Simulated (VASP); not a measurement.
# C (P6_3/mmc) in VASP: further runs

Runs on C. Level: r2SCAN. Tasks: single point.

Program: VASP 6.6.1. These are calculated values, not measurements. Logs are shortened: lines on timing, memory, paths and dates and some standing lists are left out, and cuts for length are marked.

**1. The cell of the first run**

Symmetry: P6_3/mmc, No. 194, hexagonal system. The conventional cell has a = 2.514 Å, b = 2.514 Å, c = 16.503 Å, α = 90.00°, β = 90.00°, γ = 120.00°. C (site symmetry 3m) has 4 C at 1.54 Å within 2.1 Å. C (site symmetry 3m) has 4 C at 1.54 to 1.57 Å within 2.1 Å. Within 2.1 Å of C (site symmetry 3m) lie 4 C at 1.54 Å. Within 2.1 Å of C (site symmetry 3m) lie 4 C at 1.54 Å.

**2. Single point, r2SCAN**

POSCAR reads:

```
C
1.0
    2.5136134964      0.0000000000      0.0000000000
   -1.2568067482      2.1768531432      0.0000000000
    0.0000000000      0.0000000000     16.5027395170
C
16
Direct
    0.0000000000      0.0000000000      0.9532986296
    0.6666666667      0.3333333333      0.2974321909
    0.3333333333      0.6666666667      0.7974321909
    0.6666666667      0.3333333333      0.2025678091
    0.3333333333      0.6666666667      0.0778670093
    0.3333333333      0.6666666667      0.3287959150
    0.3333333333      0.6666666667      0.4221329907
    0.6666666667      0.3333333333      0.6712040850
    0.3333333333      0.6666666667      0.7025678091
    0.0000000000      0.0000000000      0.4532986296
    0.0000000000      0.0000000000      0.0467013704
    0.3333333333      0.6666666667      0.1712040850
    0.6666666667      0.3333333333      0.8287959150
    0.0000000000      0.0000000000      0.5467013704
    0.6666666667      0.3333333333      0.5778670093
    0.6666666667      0.3333333333      0.9221329907
```

INCAR.step1 reads:

```
SYSTEM = C
PREC = Accurate ; ENCUT = 520
ISMEAR = 0 ; SIGMA = 0.02
LREAL = Auto ; LASPH = .True.
NELM = 100 ; NBANDS = 46
GGA = PE ; ALGO = Normal
EDIFF = 1E-4 ; LWAVE = .True.
LCHARG = .False.
```

INCAR.step2 reads:

```
SYSTEM = C
PREC = Accurate ; ENCUT = 520
EDIFF = 1E-6 ; ISMEAR = 0
SIGMA = 0.02 ; LREAL = Auto
LASPH = .True. ; NELM = 100
ALGO = Normal ; ISIF = 2
LWAVE = .False. ; LCHARG = .False.
METAGGA = R2SCAN ; LMIXTAU = .True.
NBANDS = 46 ; ISTART = 1
```

KPOINTS reads:

```
Automatic mesh
0
Gamma
  12 12 2
  0 0 0
```

Potentials or basis: VASP PAW PBE potentials, release 64 (C).

Command:

```bash
$ cat potpaw_PBE.64/C/POTCAR > POTCAR
$ cp INCAR.step1 INCAR
$ mpirun -np 1 vasp_std > vasp.out
$ cp INCAR.step2 INCAR
$ mpirun -np 1 vasp_std > vasp.out
```

OUTCAR:

```text
SYSTEM = C
   PREC = Accurate
   ENCUT = 520
   EDIFF = 1E-6
   ISMEAR = 0
   LREAL = Auto
   LASPH = .True.
   NELM = 100
   ISIF = 2
   METAGGA = R2SCAN
   ISTART = 1

 ion  position               nearest neighbor table
   1  0.000  0.000  0.953-  16 1.54  16 1.54  16 1.54  11 1.54
   2  0.667  0.333  0.297-   6 1.54   6 1.54   6 1.54   4 1.57
   3  0.333  0.667  0.797-  13 1.54  13 1.54  13 1.54   9 1.57
   4  0.667  0.333  0.203-  12 1.54  12 1.54  12 1.54   2 1.57
   5  0.333  0.667  0.078-  11 1.54  11 1.54  11 1.54  12 1.54
   6  0.333  0.667  0.329-   7 1.54   2 1.54   2 1.54   2 1.54
[... 8 lines left out ...]
  15  0.667  0.333  0.578-  14 1.54  14 1.54  14 1.54   8 1.54
  16  0.667  0.333  0.922-   1 1.54   1 1.54   1 1.54  13 1.54

  LATTYP: Found a hexagonal cell.
 ALAT       =     2.5136134964
 C/A-ratio  =     6.5653448872

  Lattice vectors:

 A1 = (   2.5136134964,   0.0000000000,   0.0000000000)
 A2 = (  -1.2568067482,   2.1768531432,   0.0000000000)
 A3 = (   0.0000000000,   0.0000000000,  16.5027395170)

Analysis of symmetry for initial positions (statically):
=====================================================================
 Subroutine PRICEL returns:
 Original cell was already a primitive cell.

 Routine SETGRP: Setting up the symmetry group for a
 hexagonal supercell.

 Subroutine GETGRP returns: Found 24 space group operations
 (whereof 12 operations were pure point group operations)
 out of a pool of 24 trial point group operations.

The static configuration has the point symmetry D_3d.
 The point group associated with its full space group is D_6h.

Analysis of symmetry for dynamics (positions and initial velocities):
=====================================================================
 Subroutine PRICEL returns:
 Original cell was already a primitive cell.

 Routine SETGRP: Setting up the symmetry group for a
 hexagonal supercell.

 Subroutine GETGRP returns: Found 24 space group operations
 (whereof 12 operations were pure point group operations)
 out of a pool of 24 trial point group operations.

The dynamic configuration has the point symmetry D_3d.
 The point group associated with its full space group is D_6h.

 Subroutine INISYM returns: Found 24 space group operations
 (whereof 12 operations are pure point group operations),
 and found     1 'primitive' translations

----------------------------------------------------------------------------------------

                                     Primitive cell

  volume of cell :      90.2992

  direct lattice vectors                    reciprocal lattice vectors
     2.513613496  0.000000000  0.000000000     0.397833637  0.229689358  0.000000000
    -1.256806748  2.176853143  0.000000000     0.000000000  0.459378715  0.000000000
     0.000000000  0.000000000 16.502739517     0.000000000  0.000000000  0.060596000

  length of vectors
     2.513613496  2.513613496 16.502739517     0.459378715  0.459378715  0.060596000

  position of ions in fractional coordinates (direct lattice)
     0.000000000  0.000000000  0.953298630
     0.666666667  0.333333333  0.297432191
     0.333333333  0.666666667  0.797432191
     0.666666667  0.333333333  0.202567809
     0.333333333  0.666666667  0.077867009
     0.333333333  0.666666667  0.328795915
[... 8 lines left out ...]
     0.666666667  0.333333333  0.577867009
     0.666666667  0.333333333  0.922132991

  ion indices of the primitive-cell ions
   primitive index   ion index
                 1           1
                 2           2
                 3           3
                 4           4
                 5           5
                 6           6
[... 8 lines left out ...]
                15          15
                16          16

----------------------------------------------------------------------------------------

 KPOINTS: Automatic mesh

Automatic generation of k-mesh.
 Grid dimensions read from file:
 generate k-points for:   12   12    2

 Generating k-lattice:

  Cartesian coordinates                     Fractional coordinates (reciprocal lattice)
     0.033152803  0.019140780  0.000000000     0.083333333 -0.000000000  0.000000000
     0.000000000  0.038281560  0.000000000     0.000000000  0.083333333  0.000000000
     0.000000000  0.000000000  0.030298000     0.000000000  0.000000000  0.500000000

  Length of vectors
     0.038281560  0.038281560  0.030298000

  Shift w.r.t. Gamma in fractional coordinates (k-lattice)
     0.000000000  0.000000000  0.000000000

 Subroutine IBZKPT returns following result:
 ===========================================

 Found     38 irreducible k-points:

 Following reciprocal coordinates:
            Coordinates               Weight
  0.000000  0.000000  0.000000      1.000000
  0.083333 -0.000000  0.000000      6.000000
  0.166667  0.000000  0.000000      6.000000
  0.250000  0.000000  0.000000      6.000000
  0.333333  0.000000  0.000000      6.000000
  0.416667 -0.000000  0.000000      6.000000
[... 16 lines left out ...]
  0.250000  0.000000  0.500000      6.000000
  0.333333  0.000000  0.500000      6.000000
 [... further k-points ...]
   k-points           NKPTS =     38   k-points in BZ     NKDIM =     38   number of bands    NBANDS=     46
   number of dos      NEDOS =    301   number of ions     NIONS =     16
   total plane-waves  NPLWV =  50400
   dimension x,y,z NGX =    20 NGY =   20 NGZ =  126
   dimension x,y,z NGXF=    40 NGYF=   40 NGZF=  252
   ions per type =              16
   NGX,Y,Z   is equivalent  to a cutoff of  13.23, 13.23, 12.69 a.u.
   NGXF,Y,Z  is equivalent  to a cutoff of  26.46, 26.46, 25.39 a.u.
 SYSTEM =  C
   PREC   = accura    normal or accurate (medium, high low for compatibility)
   ISTART =      1    job   : 0-new  1-cont  2-samecut
   ICHARG =      0    charge: 1-file 2-atom 10-const
   ISPIN  =      1    spin polarized calculation?
   LNONCOLLINEAR =      F non collinear calculations
   LSORBIT =      F    spin-orbit coupling
   LASPH  =      T    aspherical Exc in radial PAW
   ENCUT  =  520.0 eV  38.22 Ry    6.18 a.u.   4.67  4.67 30.68*2*pi/ulx,y,z
   NELM   =    100;   NELMIN=  2; NELMDL=  0     # of ELM steps
   EDIFF  = 0.1E-05   stopping-criterion for ELM
   LREAL  =      T    real-space projection
   EDIFFG = 0.1E-04   stopping-criterion for IOM
   NSW    =      0    number of steps for IOM
   IBRION =     -1    ionic relax: 0-MD 1-quasi-New 2-CG
   NFREE  =      0    steps in history (QN), initial steepest desc. (CG)
   ISIF   =      2    stress and relaxation
   ISYM   =      2    0-nonsym 1-usesym 2-fastsym
   POTIM  = 0.5000    time-step for ionic-motion
   TEBEG  =    0.0;   TEEND  =   0.0 temperature during run
   PSTRESS=    0.0 pullay stress
   NELECT =      64.0000    total number of electrons
   NUPDOWN=      -1.0000    fix difference up-down
   EMIN   =  10.00;   EMAX   =-10.00  energy-range for DOS
   EFERMI =   0.00;   METHOD = LEGACY
   ISMEAR =     0;   SIGMA  =   0.02  broadening in eV -4-tet -1-fermi 0-gaus
   EFERMI_NEDOS =   21; number of points for ismear=-14 and -15
   IALGO  =     38    algorithm
   IMIX   =      4    mixing-type and parameters
     AMIX     =   0.40;   BMIX     =  1.00
     AMIX_MAG =   1.60;   BMIX_MAG =  1.00
  volume/ion in A,a.u.               =       5.64        38.09
  Fermi-wavevector in a.u.,A,eV,Ry     =   1.459622  2.758285 28.987145  2.130495
  Thomas-Fermi vector in A             =   2.576167
   LORBIT       =      0    0 simple, 1 ext, 2 COOP (PROOUT), +10 PAW based schemes
   METAGGA = R2SCAN    functional components
   LHFCALC =     F    Hartree Fock is set to
   AEXX    =    0.0000 exact exchange contribution
   IVDW    =     0    specifies the selected vdW correction
   LEPSILON=     F    determine dielectric tensor
   LRPA    =     F    only Hartree local field effects (RPA)
 non-spin polarized calculation
 Gauss-broadening in eV      SIGMA  =   0.02
  energy-cutoff  :      520.00
  volume of cell :       90.30
 maximum number of plane-waves:      2474
 NGX is ok and might be reduce to    20
   NGX =  9   NGY =  9   NGZ = 61

 number of electron      64.0000000 magnetization

 Free energy of the ion-electron system (eV)
  ---------------------------------------------------
  ext. energy  EPLUGINS =         0.00000000
  ---------------------------------------------------
  free energy    TOTEN  =      -157.18411699 eV

  energy without entropy =     -157.18411699  energy(sigma->0) =     -157.18411699

 E-fermi :  10.0088     XC(G=0): -14.2840

 val. band max:        9.8564928608   @ k =   0.0000   0.0000   0.0000
 cond. band min:      14.4764255662   @ k =   0.3333   0.0000   0.0000
 fundamental gap:      4.6199327055
 Fermi energy:        10.0088106823

 k-point     1 :       0.0000    0.0000    0.0000
  band No.  band energies     occupation
      1     -12.9875      2.00000
      2     -12.5699      2.00000
      3     -12.5030      2.00000
      4     -11.2299      2.00000
      5     -11.1707      2.00000
      6      -9.0839      2.00000
[... 36 lines left out ...]
     43      17.7063      0.00000
     44      18.0698      0.00000

 k-point     2 :       0.0833   -0.0000    0.0000
  band No.  band energies     occupation
      1     -12.8077      2.00000
      2     -12.3907      2.00000
      3     -12.3242      2.00000
      4     -11.0531      2.00000
      5     -10.9943      2.00000
      6      -8.9124      2.00000
[... 36 lines left out ...]
     43      17.8902      0.00000
     44      18.2203      0.00000

 k-point     3 :       0.1667    0.0000    0.0000
  band No.  band energies     occupation
      1     -12.2706      2.00000
      2     -11.8552      2.00000
      3     -11.7898      2.00000
      4     -10.5251      2.00000
      5     -10.4678      2.00000
      6      -8.4012      2.00000
[... 976 lines left out ...]
     43      19.0164      0.00000
     44      19.0164      0.00000

 k-point    24 :       0.3333    0.0000    0.5000
  band No.  band energies     occupation
      1     -10.0529      2.00000
      2     -10.0529      2.00000
      3      -9.1858      2.00000
      4      -9.1858      2.00000
      5      -7.5089      2.00000
      6      -7.5089      2.00000
[... 36 lines left out ...]
     43      18.7809      0.00000
     44      18.7809      0.00000

 [... further k-points ...]

 [bands above 44 left out]

------------------------ aborting loop because EDIFF is reached ----------------------------------------

  FORCE on cell =-STRESS in cart. coord.  units (eV):
  Direction    XX          YY          ZZ          XY          YZ          ZX
  --------------------------------------------------------------------------------------
  -------------------------------------------------------------------------------------
  Total        0.6636181      0.6636181      0.6666967      0.0000000     -0.0000000      0.0000000
  in kB       11.7745725     11.7745725     11.8291952      0.0000000     -0.0000000      0.0000000
  external PRESSURE =      11.7927801 kB  Pullay stress =       0.0000000 kB

 VOLUME and BASIS-vectors are now :
 -----------------------------------------------------------------------------
  energy-cutoff  :      520.00
  volume of cell :       90.30
      direct lattice vectors                 reciprocal lattice vectors
     2.513613496  0.000000000  0.000000000     0.397833637  0.229689358  0.000000000
    -1.256806748  2.176853143  0.000000000     0.000000000  0.459378715  0.000000000
     0.000000000  0.000000000 16.502739517     0.000000000  0.000000000  0.060596000

 POSITION                                       TOTAL-FORCE (eV/Angst)
 -----------------------------------------------------------------------------------
      0.00000      0.00000     15.73204        -0.000000      0.000000      0.011176
      1.25681      0.72562      4.90845        -0.000000     -0.000000     -0.003047
     -0.00000      1.45124     13.15982         0.000000      0.000000     -0.003047
      1.25681      0.72562      3.34292        -0.000000     -0.000000      0.003047
     -0.00000      1.45124      1.28502         0.000000     -0.000000     -0.002498
     -0.00000      1.45124      5.42603         0.000000     -0.000000     -0.000085
[... 8 lines left out ...]
      1.25681      0.72562      9.53639         0.000000      0.000000     -0.002498
      1.25681      0.72562     15.21772        -0.000000      0.000000      0.002498
 -----------------------------------------------------------------------------------
    total drift:                                0.000000     -0.000000      0.000000

  FREE ENERGIE OF THE ION-ELECTRON SYSTEM (eV)
  ---------------------------------------------------
  free  energy   TOTEN  =      -157.1841169945 eV

  energy  without entropy=     -157.1841169945  energy(sigma->0) =     -157.18411699
```

Run time: 5.6 min. Hardware: 1 thread of Intel Xeon 6975P-C (Granite Rapids), shared host; peak memory 0.27 GiB.

Results:

```
Free energy            : -157.1841 eV
Pressure               : 1.2 GPa
Largest force          : 0.011 eV/Å
Band gap on the k mesh : 4.62 eV (least direct gap 5.68 eV)
```

Forces in eV/Å, atoms in the order of the input:
```
C    0.000  0.000  0.011
C    0.000  0.000 -0.003
C    0.000  0.000 -0.003
C    0.000  0.000  0.003
C    0.000  0.000 -0.002
C    0.000  0.000  0.000
C    0.000  0.000  0.002
C    0.000  0.000  0.000
C    0.000  0.000  0.003
C    0.000  0.000  0.011
C    0.000  0.000 -0.011
C    0.000  0.000  0.000
C    0.000  0.000  0.000
C    0.000  0.000 -0.011
C    0.000  0.000 -0.002
C    0.000  0.000  0.002
```

Levels at points of the mesh, in eV from the valence-band top:
| k point | band 28 | band 29 | band 30 | band 31 | band 32 | band 33 | band 34 | band 35 | band 36 | band 37 |
| --- | --- | --- | --- | --- | --- | --- | --- | --- | --- | --- |
| (0.00, 0.00, 0.00) | -0.65 | -0.65 | -0.12 | 0.00 | 0.00 | 5.68 | 5.68 | 5.79 | 6.42 | 6.42 |
| (0.50, 0.00, 0.00) | -4.06 | -3.85 | -3.82 | -3.54 | -3.08 | 4.89 | 5.21 | 5.29 | 5.58 | 6.20 |
| (0.00, 0.00, 0.50) | -0.91 | -0.20 | -0.20 | -0.20 | -0.20 | 5.93 | 5.93 | 5.93 | 5.93 | 6.26 |
| (0.50, 0.00, 0.50) | -4.54 | -3.79 | -3.79 | -3.29 | -3.29 | 4.98 | 4.98 | 5.66 | 5.66 | 5.96 |

Caveat: the PAW data sets were made with another functional, which shifts forces and pressure a little.

(Continued in part 2 of 2.)
